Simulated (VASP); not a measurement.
# TiO2 in VASP: further runs

TiO2 is run at these levels: HSE06, r2SCAN, PBE; tasks: single point.

Program: VASP 6.6.1. These are calculated values, not measurements. Logs are shortened: lines on timing, memory, paths and dates and some standing lists are left out, and cuts for length are marked.

## 1. The cell of the first run

It takes space group I4/mmm (No. 139, tetragonal). Conventional cell: a = 3.292 Å, b = 3.292 Å, c = 4.794 Å, α = 90.00°, β = 90.00°, γ = 90.00°. Within 2.7 Å of Ti (site symmetry 4/mmm) lie 8 O at 2.04 Å. Within 2.7 Å of O (site symmetry -4m2) lie 4 Ti at 2.04 Å and 6 O at 2.33 to 2.40 Å.

## 2. Single point, HSE06 (biaxial xy strain -2.9%)

Contents of POSCAR:

```
TiO2
1.0
    0.0000000000      2.3275589332      2.3968272404
    2.3275589332      0.0000000000      2.3968272404
    2.3275589332      2.3275589332      0.0000000000
Ti O
1 2
Direct
    0.0000000000      0.0000000000      0.0000000000
    0.2500000000      0.2500000000      0.2500000000
    0.7500000000      0.7500000000      0.7500000000
```

Contents of INCAR.step1:

```
  PREC = Accurate
  ENCUT = 520
  EDIFF = 1E-5
  ISMEAR = 0
  SIGMA = 0.01
  LREAL = F
  LASPH = T
  NELM = 60
  ALGO = Normal
  ISIF = 2
  LWAVE = T
  LCHARG = F
  GGA = PE
  NBANDS = 19
  KPAR = 4
```

Contents of INCAR.step2:

```
  PREC = Accurate
  ENCUT = 520
  EDIFF = 1E-6
  ISMEAR = 0
  SIGMA = 0.01
  LREAL = F
  LASPH = T
  NELM = 60
  ALGO = Normal
  ISIF = 2
  LWAVE = F
  LCHARG = F
  GGA = PE
  LHFCALC = T
  HFSCREEN = 0.2079
  PRECFOCK = Normal
  ISTART = 1
  NBANDS = 19
  KPAR = 4
```

Contents of KPOINTS:

```
Automatic mesh
0
Gamma
  6 6 6
```

Potentials or basis: VASP PAW PBE potentials, release 64 (Ti_sv, O).

Run with:

```bash
$ cat potpaw_PBE.64/Ti_sv/POTCAR potpaw_PBE.64/O/POTCAR > POTCAR
$ cp INCAR.step1 INCAR
$ mpirun -np 4 vasp_std > vasp.out
$ cp INCAR.step2 INCAR
$ mpirun -np 4 vasp_std > vasp.out
```

OUTCAR:

```text
PREC = Accurate
   ENCUT = 520
   EDIFF = 1E-6
   ISMEAR = 0
   LREAL = F
   LASPH = T
   NELM = 60
   ISIF = 2
   GGA = PE
   LHFCALC = T
   HFSCREEN = 0.2079
   PRECFOCK = Normal
   ISTART = 1

 ion  position               nearest neighbor table
   1  0.000  0.000  0.000-   3 2.04   3 2.04   3 2.04   2 2.04   2 2.04   2 2.04   3 2.04   2 2.04

   2  0.250  0.250  0.250-   1 2.04   1 2.04   1 2.04   1 2.04
   3  0.750  0.750  0.750-   1 2.04   1 2.04   1 2.04   1 2.04

  LATTYP: Found a body centered tetragonal cell.
 ALAT       =     3.2916654106
 C/A-ratio  =     1.4563006512

  Lattice vectors:

 A1 = (  -2.3275589332,   0.0000000000,   2.3968272404)
 A2 = (   2.3275589332,   0.0000000000,   2.3968272404)
 A3 = (   0.0000000000,   2.3275589332,  -2.3968272404)

Analysis of symmetry for initial positions (statically):
=====================================================================
 Subroutine PRICEL returns:
 Original cell was already a primitive cell.

 Routine SETGRP: Setting up the symmetry group for a
 body centered tetragonal supercell.

 Subroutine GETGRP returns: Found 16 space group operations
 (whereof 16 operations were pure point group operations)
 out of a pool of 16 trial point group operations.

The static configuration has the point symmetry D_4h.

Analysis of symmetry for dynamics (positions and initial velocities):
=====================================================================
 Subroutine PRICEL returns:
 Original cell was already a primitive cell.

 Routine SETGRP: Setting up the symmetry group for a
 body centered tetragonal supercell.

 Subroutine GETGRP returns: Found 16 space group operations
 (whereof 16 operations were pure point group operations)
 out of a pool of 16 trial point group operations.

The dynamic configuration has the point symmetry D_4h.

 Subroutine INISYM returns: Found 16 space group operations
 (whereof 16 operations are pure point group operations),
 and found     1 'primitive' translations

----------------------------------------------------------------------------------------

                                     Primitive cell

  volume of cell :      25.9698

  direct lattice vectors                    reciprocal lattice vectors
     0.000000000  2.327558933  2.396827240    -0.214817332  0.214817332  0.208609111
     2.327558933  0.000000000  2.396827240     0.214817332 -0.214817332  0.208609111
     2.327558933  2.327558933  0.000000000     0.214817332  0.214817332 -0.208609111

  length of vectors
     3.341004551  3.341004551  3.291665411     0.368525078  0.368525078  0.368525078

  position of ions in fractional coordinates (direct lattice)
     0.000000000  0.000000000  0.000000000
     0.250000000  0.250000000  0.250000000
     0.750000000  0.750000000  0.750000000

  ion indices of the primitive-cell ions
   primitive index   ion index
                 1           1
                 2           2
                 3           3

----------------------------------------------------------------------------------------

 KPOINTS: Automatic mesh

Automatic generation of k-mesh.
 Grid dimensions read from file:
 generate k-points for:    6    6    6

 Generating k-lattice:

  Cartesian coordinates                     Fractional coordinates (reciprocal lattice)
    -0.035802889  0.035802889  0.034768185     0.166666667  0.000000000  0.000000000
     0.035802889 -0.035802889  0.034768185     0.000000000  0.166666667  0.000000000
     0.035802889  0.035802889 -0.034768185    -0.000000000 -0.000000000  0.166666667

  Length of vectors
     0.061420846  0.061420846  0.061420846

  Shift w.r.t. Gamma in fractional coordinates (k-lattice)
     0.000000000  0.000000000  0.000000000

 Subroutine IBZKPT returns following result:
 ===========================================

 Found     30 irreducible k-points:

 Following reciprocal coordinates:
            Coordinates               Weight
  0.000000  0.000000  0.000000      1.000000
  0.166667  0.000000  0.000000      8.000000
  0.333333  0.000000  0.000000      8.000000
  0.500000  0.000000  0.000000      4.000000
  0.166667  0.166667  0.000000      2.000000
  0.333333  0.166667  0.000000      8.000000
[... 16 lines left out ...]
  0.333333  0.000000  0.333333      4.000000
  0.500000 -0.000000  0.333333     16.000000
 [... further k-points ...]
   k-points           NKPTS =     30   k-points in BZ     NKDIM =    216   number of bands    NBANDS=     19
   number of dos      NEDOS =    301   number of ions     NIONS =      3
   total plane-waves  NPLWV =  18816
   dimension x,y,z NGX =    28 NGY =   28 NGZ =   24
   dimension x,y,z NGXF=    56 NGYF=   56 NGZF=   48
   ions per type =               1   2
   NGX,Y,Z   is equivalent  to a cutoff of  13.93, 13.93, 12.12 a.u.
   NGXF,Y,Z  is equivalent  to a cutoff of  27.87, 27.87, 24.24 a.u.
 SYSTEM =  unknown system
   PREC   = accura    normal or accurate (medium, high low for compatibility)
[... 103 lines left out ...]
      6     -11.5135      2.00000
[... 11 lines left out ...]
     18      19.3112      0.00000
     19      24.0676      0.00000

 k-point     4 :       0.5000    0.0000    0.0000
  band No.  band energies     occupation
      1     -54.6822      2.00000
      2     -29.4894      2.00000
      3     -29.1710      2.00000
      4     -29.1664      2.00000
      5     -12.9375      2.00000
      6     -11.9782      2.00000
[... 11 lines left out ...]
     18      19.3255      0.00000
     19      24.9799      0.00000

 k-point     5 :       0.1667    0.1667    0.0000
  band No.  band energies     occupation
      1     -54.7049      2.00000
      2     -29.2188      2.00000
      3     -29.1511      2.00000
      4     -29.1510      2.00000
      5     -14.2538      2.00000
      6     -10.7579      2.00000
[... 11 lines left out ...]
     18      18.0158      0.00000
     19      23.1880      0.00000

 k-point     6 :       0.3333    0.1667    0.0000
  band No.  band energies     occupation
      1     -54.6914      2.00000
      2     -29.3517      2.00000
      3     -29.1847      2.00000
      4     -29.1748      2.00000
      5     -13.5585      2.00000
      6     -11.3712      2.00000
[... 11 lines left out ...]
     18      19.3292      0.00000
     19      23.9217      0.00000

 k-point     7 :       0.5000    0.1667    0.0000
  band No.  band energies     occupation
      1     -54.6800      2.00000
      2     -29.4511      2.00000
      3     -29.2294      2.00000
      4     -29.1825      2.00000
      5     -12.8369      2.00000
      6     -11.9517      2.00000
[... 11 lines left out ...]
     18      19.9060      0.00000
     19      25.0551      0.00000

 k-point     8 :      -0.3333    0.1667    0.0000
  band No.  band energies     occupation
      1     -54.6822      2.00000
      2     -29.4271      2.00000
      3     -29.2355      2.00000
      4     -29.1663      2.00000
      5     -12.9487      2.00000
      6     -11.9237      2.00000
[... 256 lines left out ...]
 k-point    20 :      -0.3333    0.3333    0.1667
  band No.  band energies     occupation
      1     -54.6744      2.00000
      2     -29.4074      2.00000
      3     -29.3185      2.00000
      4     -29.2132      2.00000
      5     -12.4566      2.00000
      6     -12.1418      2.00000
[... 11 lines left out ...]
     18      20.5254      0.00000
     19      25.6174      0.00000

 k-point    21 :      -0.1667    0.3333    0.1667
  band No.  band energies     occupation
      1     -54.6792      2.00000
      2     -29.4107      2.00000
      3     -29.2593      2.00000
      4     -29.1979      2.00000
      5     -12.7858      2.00000
      6     -11.9830      2.00000
[... 11 lines left out ...]
     18      20.0253      0.00000
     19      24.6217      0.00000

 k-point    22 :      -0.3333    0.5000    0.1667
  band No.  band energies     occupation
      1     -54.6725      2.00000
      2     -29.4346      2.00000
      3     -29.2996      2.00000
      4     -29.2361      2.00000
      5     -12.4181      2.00000
      6     -12.0522      2.00000
[... 11 lines left out ...]
     18      20.9354      0.00000
     19      25.4586      0.00000

 k-point    23 :       0.3333    0.0000    0.3333
  band No.  band energies     occupation
      1     -54.6814      2.00000
      2     -29.4131      2.00000
      3     -29.2189      2.00000
      4     -29.1997      2.00000
      5     -12.9934      2.00000
      6     -11.8095      2.00000
[... 11 lines left out ...]
     18      19.3689      0.00000
     19      23.9554      0.00000

 k-point    24 :       0.5000   -0.0000    0.3333
  band No.  band energies     occupation
      1     -54.6731      2.00000
      2     -29.4561      2.00000
      3     -29.2677      2.00000
      4     -29.2193      2.00000
      5     -12.4347      2.00000
      6     -12.1449      2.00000
[... 11 lines left out ...]
     18      20.4997      0.00000
     19      24.5512      0.00000

 [... further k-points ...]

------------------------ aborting loop because EDIFF is reached ----------------------------------------

  FORCE on cell =-STRESS in cart. coord.  units (eV):
  Direction    XX          YY          ZZ          XY          YZ          ZX
  --------------------------------------------------------------------------------------
  -------------------------------------------------------------------------------------
  Total        3.5311903      3.5311903      0.4069576      0.0000000      0.0000000      0.0000000
  in kB      217.8530333    217.8530333     25.1068176      0.0000000      0.0000000      0.0000000
  external PRESSURE =     153.6042947 kB  Pullay stress =       0.0000000 kB

 VOLUME and BASIS-vectors are now :
 -----------------------------------------------------------------------------
  energy-cutoff  :      520.00
  volume of cell :       25.97
      direct lattice vectors                 reciprocal lattice vectors
     0.000000000  2.327558933  2.396827240    -0.214817332  0.214817332  0.208609111
     2.327558933  0.000000000  2.396827240     0.214817332 -0.214817332  0.208609111
     2.327558933  2.327558933  0.000000000     0.214817332  0.214817332 -0.208609111

 POSITION                                       TOTAL-FORCE (eV/Angst)
 -----------------------------------------------------------------------------------
      0.00000      0.00000      0.00000         0.000000      0.000000      0.000000
      1.16378      1.16378      1.19841         0.000000      0.000000      0.000000
      3.49134      3.49134      3.59524        -0.000000     -0.000000     -0.000000
 -----------------------------------------------------------------------------------
    total drift:                                0.000000     -0.000000     -0.000000

  FREE ENERGIE OF THE ION-ELECTRON SYSTEM (eV)
  ---------------------------------------------------
  free  energy   TOTEN  =       -32.1735314889 eV

  energy  without entropy=      -32.1735314889  energy(sigma->0) =      -32.17353149
```

Wall time 23 min (4 MPI ranks of AMD EPYC 7R13 (Zen 3), shared host); peak memory 0.24 GiB.

What came out:

```yaml
Free_energy: -32.1735 eV
Pressure: 15.4 GPa
Band_gap_on_the_k_mesh: 2.44 eV (least direct gap 3.27 eV)
```

Stress tensor (GPa, compression positive):
```
21.79  0.00  0.00
 0.00 21.79  0.00
 0.00  0.00  2.51
```

Caveat: the cell differs from its parent crystal (biaxial xy strain -2.9%); the cell stands under pressure; the PAW data sets were made with another functional, which shifts forces and pressure a little. A k mesh can miss the band edges.

## 3. Single point, r2SCAN (strain -2.6%)

Contents of POSCAR:

```
TiO2
1.0
    0.0000000000      2.3349890976      2.3349890976
    2.3349890976      0.0000000000      2.3349890976
    2.3349890976      2.3349890976      0.0000000000
Ti O
1 2
Direct
    0.0000000000      0.0000000000      0.0000000000
    0.2500000000      0.2500000000      0.2500000000
    0.7500000000      0.7500000000      0.7500000000
```

Contents of INCAR.step1:

```
PREC = Accurate
ENCUT = 520
ISMEAR = 0
SIGMA = 0.01
LREAL = False
LASPH = True
NELM = 100
NBANDS = 19
GGA = PE
ALGO = Normal
EDIFF = 1E-4
LWAVE = True
LCHARG = False
```

Contents of INCAR.step2:

```
PREC = Accurate
ENCUT = 520
EDIFF = 1E-6
ISMEAR = 0
SIGMA = 0.01
LREAL = False
LASPH = True
NELM = 100
ALGO = Normal
ISIF = 2
LWAVE = False
LCHARG = False
METAGGA = R2SCAN
LMIXTAU = True
NBANDS = 19
ISTART = 1
```

Contents of KPOINTS:

```
regular mesh
0
Gamma
  10 10 10
```

Potentials or basis: VASP PAW PBE potentials, release 64 (Ti_sv, O).

Run with:

```bash
$ cat potpaw_PBE.64/Ti_sv/POTCAR potpaw_PBE.64/O/POTCAR > POTCAR
$ cp INCAR.step1 INCAR
$ mpirun -np 1 vasp_std > vasp.out
$ cp INCAR.step2 INCAR
$ mpirun -np 1 vasp_std > vasp.out
```

Wall time 2.1 min (1 thread of Intel Xeon Platinum 8259CL at 2.50GHz (Skylake/Cascade Lake), shared host); peak memory 0.17 GiB.

It converged, with:

* Free energy: -33.9186 eV
* Pressure: 27.6 GPa
* Band gap on the k mesh: 1.63 eV (least direct gap 2.43 eV)

Levels at points of the mesh, in eV from the valence-band top:
| k point | band 9 | band 10 | band 11 | band 12 | band 13 | band 14 | band 15 | band 16 |
| --- | --- | --- | --- | --- | --- | --- | --- | --- |
| (0.00, 0.00, 0.00) | -6.78 | -0.98 | -0.98 | -0.98 | 1.63 | 1.63 | 6.36 | 6.36 |
| (0.50, 0.00, 0.00) | -3.75 | -3.52 | -2.81 | -2.81 | 2.00 | 2.00 | 3.61 | 5.90 |
| (0.50, 0.50, 0.00) | -5.11 | -2.34 | -2.34 | 0.00 | 2.43 | 2.46 | 3.68 | 4.95 |

Caveat: the cell differs from its parent crystal (strain -2.6%); the cell stands under pressure; the PAW data sets were made with another functional, which shifts forces and pressure a little. A k mesh can miss the band edges.

## 4. Single point, PBE (biaxial xy strain -2.9%)

Contents of INCAR:

```
PREC = Accurate
ENCUT = 520
EDIFF = 1E-6
ISMEAR = -1
SIGMA = 0.02
LREAL = F
LASPH = T
NELM = 80
ALGO = Normal
ISIF = 2
LWAVE = F
LCHARG = F
GGA = PE
NBANDS = 19
```

Contents of KPOINTS:

```
Automatic mesh
0
Gamma
  10 10 10
```

Contents of POSCAR:

```
TiO2
1.0
    0.0000000000      2.3275589332      2.3968272404
    2.3275589332      0.0000000000      2.3968272404
    2.3275589332      2.3275589332      0.0000000000
Ti O
1 2
Direct
    0.0000000000      0.0000000000      0.0000000000
    0.2500000000      0.2500000000      0.2500000000
    0.7500000000      0.7500000000      0.7500000000
```

Run with:

```bash
$ cat potpaw_PBE.64/Ti_sv/POTCAR potpaw_PBE.64/O/POTCAR > POTCAR
$ mpirun -np 1 vasp_std > vasp.out
```

It took 61 s on 1 thread of Intel Xeon Platinum 8259CL at 2.50GHz (Skylake/Cascade Lake), shared host; peak memory 0.18 GiB.

Results (log left out):

```
Free energy            : -25.8354 eV
Pressure               : 25.2 GPa
Band gap on the k mesh : 0.95 eV (least direct gap 1.71 eV)
```

Stress tensor (GPa, compression positive):
```
30.95  0.00  0.00
 0.00 30.95  0.00
 0.00  0.00 13.66
```

Levels at points of the mesh, in eV from the valence-band top:
```
           k point  band 8  band 9  band 10  band 11  band 12  band 13  band 14  band 15  band 16  band 17
(0.00, 0.00, 0.00)   -6.60   -6.52    -1.37    -0.89    -0.89     0.95     1.13     5.65     5.65     5.76
(0.50, 0.00, 0.00)   -5.35   -3.70    -3.53    -2.83    -2.78     1.41     1.48     3.05     5.23     5.26
(0.50, 0.50, 0.00)   -4.98   -4.98    -2.28    -2.28    -0.35     1.78     1.85     2.97     4.31     4.31
(0.50, 0.00, 0.50)   -5.15   -4.91    -2.68    -2.13     0.00     1.71     2.00     3.17     4.32     4.47
```

Caveat: the cell differs from its parent crystal (biaxial xy strain -2.9%); the cell stands under pressure.

## 5. Single point, r2SCAN (uniaxial x strain +5.3%)

Contents of POSCAR:

```
TiO2
1.0
    0.0000000000      2.3968272404      2.3968272404
    2.5236194014      0.0000000000      2.3968272404
    2.5236194014      2.3968272404      0.0000000000
Ti O
1 2
Direct
    0.0000000000      0.0000000000      0.0000000000
    0.2500000000      0.2500000000      0.2500000000
    0.7500000000      0.7500000000      0.7500000000
```

Contents of INCAR.step1:

```
SYSTEM = TiO2
ALGO = Normal
EDIFF = 1E-4
ENCUT = 520
GGA = PE
ISMEAR = 0
LASPH = .TRUE.
LCHARG = .FALSE.
LREAL = .FALSE.
LWAVE = .TRUE.
NBANDS = 19
NELM = 100
PREC = Accurate
SIGMA = 0.01
```

Contents of INCAR.step2:

```
SYSTEM = TiO2
ALGO = Normal
EDIFF = 1E-6
ENCUT = 520
ISIF = 2
ISMEAR = 0
ISTART = 1
LASPH = .TRUE.
LCHARG = .FALSE.
LMIXTAU = .TRUE.
LREAL = .FALSE.
LWAVE = .FALSE.
METAGGA = R2SCAN
NBANDS = 19
NELM = 100
PREC = Accurate
SIGMA = 0.01
```

Contents of KPOINTS:

```
k-points
0
G
  10 10 10
  0 0 0
```

Run with:

```bash
$ cat potpaw_PBE.64/Ti_sv/POTCAR potpaw_PBE.64/O/POTCAR > POTCAR
$ cp INCAR.step1 INCAR
$ mpirun -np 1 vasp_std > vasp.out
$ cp INCAR.step2 INCAR
$ mpirun -np 1 vasp_std > vasp.out
```

It took 4.1 min on 1 thread of Intel Xeon Platinum 8259CL at 2.50GHz (Skylake/Cascade Lake), shared host; peak memory 0.2 GiB.

It converged, with:

- Free energy: -33.9705 eV
- Pressure: -11.2 GPa
- Band gap on the k mesh: 1.14 eV (least direct gap 1.70 eV)

Stress tensor (GPa, compression positive):
```
-29.50   0.00   0.00
  0.00  -2.05   0.00
  0.00   0.00  -2.05
```

Levels at points of the mesh, in eV from the valence-band top:
| k point | band 9 | band 10 | band 11 | band 12 | band 13 | band 14 | band 15 | band 16 |
| --- | --- | --- | --- | --- | --- | --- | --- | --- |
| (0.00, 0.00, 0.00) | -5.94 | -1.60 | -0.81 | -0.81 | 1.14 | 1.38 | 5.04 | 5.04 |
| (0.50, 0.00, 0.00) | -3.54 | -3.44 | -2.75 | -2.64 | 1.49 | 1.61 | 2.65 | 4.72 |
| (0.50, 0.50, 0.00) | -4.62 | -2.74 | -1.86 | 0.00 | 1.70 | 2.13 | 2.78 | 3.90 |
| (0.00, 0.50, 0.50) | -4.69 | -2.08 | -2.08 | -0.57 | 1.81 | 1.90 | 2.46 | 3.90 |

Caveat: the cell differs from its parent crystal (uniaxial x strain +5.3%); the cell stands under tension; the PAW data sets were made with another functional, which shifts forces and pressure a little. A k mesh can miss the band edges.

## 6. Overview

| level | cell | k mesh | smearing | grid for exact exchange (PRECFOCK) | share of exact exchange | screening parameter | gap on the mesh (eV) | pressure (GPa) |
| --- | --- | --- | --- | --- | --- | --- | --- | --- |
| HSE06 | a = 3.341, b = 3.341, c = 3.292 Å, angles 60.5, 60.5, 59.0°, 3 atoms | 6 × 6 × 6 | gaussian 0.01 eV | Normal | 0.25 | 0.2079 1/Å | 2.44 | 15.4 |
| r2SCAN | a = 3.302 Å, angles 60.0°, 3 atoms | 10 × 10 × 10 | gaussian 0.01 eV | - | - | - | 1.63 | 27.6 |
| PBE | a = 3.341, b = 3.341, c = 3.292 Å, angles 60.5, 60.5, 59.0°, 3 atoms | 10 × 10 × 10 | fermi-dirac 0.02 eV | - | - | - | 0.95 | 25.2 |
| r2SCAN | a = 3.390, b = 3.480, c = 3.480 Å, angles 58.3, 60.9, 60.9°, 3 atoms | 10 × 10 × 10 | gaussian 0.01 eV | - | - | - | 1.14 | -11.2 |

Alike in all rows: task single point; potentials or basis VASP PAW PBE potentials, release 64 (Ti_sv, O); no spin polarisation; cutoff (eV) 520.

Caveats: the cell stands under pressure (at least some runs); the PAW data sets were made with another functional, which shifts forces and pressure a little (at least some runs); the cell stands under tension (at least some runs).

Absolute energies hang on the potentials; compare differences alone.
